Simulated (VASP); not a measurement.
# Ga (Cmce) in VASP: notebook, part 2 of 2

VASP 6.6.1. The steps go on from the part before.

## Step 4: Single point, LDA

This run uses another cell than the first one, of 18.39 Å³/atom.

Contents of INCAR:

```
  PREC = Accurate
  ENCUT = 520
  EDIFF = 1E-7
  ISMEAR = -1
  SIGMA = 0.15
  LREAL = F
  LASPH = T
  NELM = 60
  ALGO = Fast
  ISIF = 2
  LWAVE = F
  LCHARG = F
  GGA = CA
  NBANDS = 34
```

Contents of KPOINTS:

```
Automatic mesh
0
Gamma
  12 12 8
```

Contents of POSCAR:

```
Ga
1.0
    2.2227614884     -3.7382990823      0.0000000000
    2.2227614884      3.7382990823      0.0000000000
    0.0000000000      0.0000000000      4.4271227626
Ga
4
Direct
    0.6560635426      0.3439364574      0.4141858411
    0.8439364574      0.1560635426      0.9141858411
    0.3439364574      0.6560635426      0.5858141589
    0.1560635426      0.8439364574      0.0858141589
```

Potentials or basis: VASP PAW LDA potentials, release 64 (Ga_d).

Launch:

```
cat potpaw_LDA.64/Ga_d/POTCAR > POTCAR
mpirun -np 1 vasp_std > vasp.out
```

OUTCAR:

```text
PREC = Accurate
   ENCUT = 520
   EDIFF = 1E-7
   ISMEAR = -1
   LREAL = F
   LASPH = T
   NELM = 60
   ISIF = 2
   GGA = CA

 ion  position               nearest neighbor table
   1  0.656  0.344  0.414-   3 2.45   2 2.62   2 2.62   4 2.66   4 2.66   3 2.74   3 2.74
   2  0.844  0.156  0.914-   4 2.45   1 2.62   1 2.62   3 2.66   3 2.66   4 2.74   4 2.74
   3  0.344  0.656  0.586-   1 2.45   4 2.62   4 2.62   2 2.66   2 2.66   1 2.74   1 2.74
   4  0.156  0.844  0.086-   2 2.45   3 2.62   3 2.62   1 2.66   1 2.66   2 2.74   2 2.74

  LATTYP: Found a base centered orthorhombic cell.
 ALAT       =     4.4455229768
 B/A-ratio  =     1.6818264586
 C/A-ratio  =     0.9958609562

  Lattice vectors:

 A1 = (   2.2227614884,  -3.7382990823,   0.0000000000)
 A2 = (   2.2227614884,   3.7382990823,   0.0000000000)
 A3 = (   0.0000000000,   0.0000000000,   4.4271227626)

Analysis of symmetry for initial positions (statically):
=====================================================================
 Subroutine PRICEL returns:
 Original cell was already a primitive cell.

 Routine SETGRP: Setting up the symmetry group for a
 base centered orthorhombic supercell.

 Subroutine GETGRP returns: Found  8 space group operations
 (whereof  4 operations were pure point group operations)
 out of a pool of  8 trial point group operations.

The static configuration has the point symmetry C_2h.
 The point group associated with its full space group is D_2h.

Analysis of symmetry for dynamics (positions and initial velocities):
=====================================================================
 Subroutine PRICEL returns:
 Original cell was already a primitive cell.

 Routine SETGRP: Setting up the symmetry group for a
 base centered orthorhombic supercell.

 Subroutine GETGRP returns: Found  8 space group operations
 (whereof  4 operations were pure point group operations)
 out of a pool of  8 trial point group operations.

[... 122 lines left out ...]
   IALGO  =     68    algorithm
   IMIX   =      4    mixing-type and parameters
     AMIX     =   0.40;   BMIX     =  1.00
     AMIX_MAG =   1.60;   BMIX_MAG =  1.00
  volume/ion in A,a.u.               =      18.39       124.12
  Fermi-wavevector in a.u.,A,eV,Ry     =   1.458265  2.755721 28.933290  2.126537
  Thomas-Fermi vector in A             =   2.574970
   LORBIT       =      0    0 simple, 1 ext, 2 COOP (PROOUT), +10 PAW based schemes
   GGA     = CA    functional components
   LHFCALC =     F    Hartree Fock is set to
   AEXX    =    0.0000 exact exchange contribution
   IVDW    =     0    specifies the selected vdW correction
   LEPSILON=     F    determine dielectric tensor
   LRPA    =     F    only Hartree local field effects (RPA)
 non-spin polarized calculation
 RMM-DIIS sequential band-by-band and
  energy-cutoff  :      520.00
  volume of cell :       73.57
 maximum number of plane-waves:      2016
   NGX = 17   NGY = 17   NGZ = 17

 number of electron      52.0000020 magnetization

 Free energy of the ion-electron system (eV)
  ---------------------------------------------------
  ext. energy  EPLUGINS =         0.00000000
  ---------------------------------------------------
  free energy    TOTEN  =       -14.45914353 eV

  energy without entropy =      -14.39074565  energy(sigma->0) =      -14.42494459

 E-fermi :   5.3211     XC(G=0): -11.2907

 val. band max:        5.3197046690   @ k =  -0.3333   0.2500   0.2500
 cond. band min:       5.3573593571   @ k =   0.0833   0.0000   0.3750
 fundamental gap:      0.0376546881
 Fermi energy:         5.3211400385

 k-point     1 :       0.0000    0.0000    0.0000
  band No.  band energies     occupation
      1      -9.9947      2.00000
      2      -9.9879      2.00000
      3      -9.9548      2.00000
      4      -9.9359      2.00000
      5      -9.9050      2.00000
      6      -9.8827      2.00000
[... 877 lines left out ...]
     33      12.8322      0.00000
     34      13.9137      0.00000

 [... further k-points ...]

------------------------ aborting loop because EDIFF is reached ----------------------------------------

  FORCE on cell =-STRESS in cart. coord.  units (eV):
  Direction    XX          YY          ZZ          XY          YZ          ZX
  --------------------------------------------------------------------------------------
  -------------------------------------------------------------------------------------
  Total        0.0986434      0.1300721      0.1099330      0.0000000      0.0000000      0.0000000
  in kB        2.1481281      2.8325416      2.3939774      0.0000000      0.0000000      0.0000000
  external PRESSURE =       2.4582157 kB  Pullay stress =       0.0000000 kB

 VOLUME and BASIS-vectors are now :
 -----------------------------------------------------------------------------
  energy-cutoff  :      520.00
  volume of cell :       73.57
      direct lattice vectors                 reciprocal lattice vectors
     2.222761488 -3.738299082  0.000000000     0.224945413 -0.133750668  0.000000000
     2.222761488  3.738299082  0.000000000     0.224945413  0.133750668  0.000000000
     0.000000000  0.000000000  4.427122763     0.000000000  0.000000000  0.225880341

 POSITION                                       TOTAL-FORCE (eV/Angst)
 -----------------------------------------------------------------------------------
      2.22276     -1.16682      1.83365         0.000000      0.001178     -0.000377
      2.22276     -2.57147      4.04721         0.000000     -0.001178     -0.000377
      2.22276      1.16682      2.59347         0.000000     -0.001178      0.000377
      2.22276      2.57147      0.37991         0.000000      0.001178      0.000377
 -----------------------------------------------------------------------------------
    total drift:                                0.000000     -0.000000      0.000000

  FREE ENERGIE OF THE ION-ELECTRON SYSTEM (eV)
  ---------------------------------------------------
  free  energy   TOTEN  =       -14.4591435255 eV

  energy  without entropy=      -14.3907456513  energy(sigma->0) =      -14.42494459
```

OSZICAR:

```text
N       E                     dE             d eps       ncg     rms          rms(c)
DAV:   1     0.356635429091E+03    0.35664E+03   -0.25467E+04 15166   0.294E+03
DAV:   2     0.298524140725E+02   -0.32678E+03   -0.31841E+03 14972   0.535E+02
DAV:   3    -0.132846907583E+02   -0.43137E+02   -0.42626E+02 16532   0.153E+02
DAV:   4    -0.146415444680E+02   -0.13569E+01   -0.13503E+01 17074   0.302E+01
DAV:   5    -0.146701024571E+02   -0.28558E-01   -0.28545E-01 18612   0.452E+00    0.274E+00
RMM:   6    -0.145069666690E+02    0.16314E+00   -0.25674E-01 17623   0.513E+00    0.143E+00
RMM:   7    -0.144618983592E+02    0.45068E-01   -0.75538E-02 19455   0.237E+00    0.330E-01
RMM:   8    -0.144588216049E+02    0.30768E-02   -0.15328E-02 19537   0.964E-01    0.379E-02
RMM:   9    -0.144591048749E+02   -0.28327E-03   -0.33336E-03 24152   0.461E-01    0.234E-02
RMM:  10    -0.144591313238E+02   -0.26449E-04   -0.38434E-04 20874   0.158E-01    0.104E-02
RMM:  11    -0.144591418775E+02   -0.10554E-04   -0.12510E-04 23646   0.857E-02    0.571E-03
RMM:  12    -0.144591424765E+02   -0.59896E-06   -0.29981E-05 20601   0.493E-02    0.208E-03
RMM:  13    -0.144591434402E+02   -0.96373E-06   -0.11250E-05 24144   0.226E-02    0.506E-04
RMM:  14    -0.144591435255E+02   -0.85322E-07   -0.93053E-07 15724   0.691E-03
   1 F= -.14459144E+02 E0= -.14424945E+02  d E =-.683979E-01
```

Wall time 3.9 min (1 thread of Intel Xeon 6975P-C (Granite Rapids), shared host); peak memory 0.44 GiB.

Results:

```yaml
Free_energy: -14.4591 eV
Pressure: 0.2 GPa
Band_gap_on_the_k_mesh: zero (bands 26 and 27 overlap by 1.37 eV)
```

Levels at points of the mesh, in eV from the Fermi level:
| k point | band 24 | band 25 | band 26 | band 27 | band 28 | band 29 |
| --- | --- | --- | --- | --- | --- | --- |
| (0.00, 0.00, 0.00) | -1.86 | -1.73 | -0.71 | 0.89 | 1.04 | 1.15 |
| (0.50, 0.00, 0.00) | -3.47 | -1.44 | -1.44 | 0.83 | 0.83 | 4.39 |
| (0.50, 0.50, 0.00) | -3.52 | -1.66 | -1.57 | 1.14 | 1.26 | 3.52 |
| (0.00, 0.00, 0.50) | -0.06 | -0.03 | -0.03 | 0.11 | 0.11 | 2.21 |
| (0.50, 0.00, 0.50) | -6.50 | -1.58 | -1.58 | 0.61 | 0.61 | 7.47 |
| (0.50, 0.50, 0.50) | -5.49 | -1.39 | -1.39 | -1.03 | -1.03 | 7.08 |

## Step 5: Overview

```tsv
cell	k mesh	smearing	gap on the mesh (eV)	pressure (GPa)
a = 4.398, b = 4.398, c = 4.556 Å, angles 90.0, 90.0, 119.5°, 4 atoms, atomic positions A	6 × 6 × 4	gaussian 0.1 eV	none	-2.6
a = 4.351, b = 4.351, c = 4.414 Å, angles 90.0, 90.0, 118.4°, 4 atoms, atomic positions B	10 × 10 × 8	gaussian 0.1 eV	none	0.2
a = 4.349, b = 4.349, c = 4.427 Å, angles 90.0, 90.0, 118.5°, 4 atoms, atomic positions C	12 × 12 × 8	fermi-dirac 0.15 eV	none	0.2
```

Alike in all rows: task single point; level LDA; potentials or basis VASP PAW LDA potentials, release 64 (Ga_d); no spin polarisation; cutoff (eV) 520.

Absolute energies hang on the potentials; compare differences alone.

The gap in the log of VASP goes by the Fermi energy; the results here count the filled bands.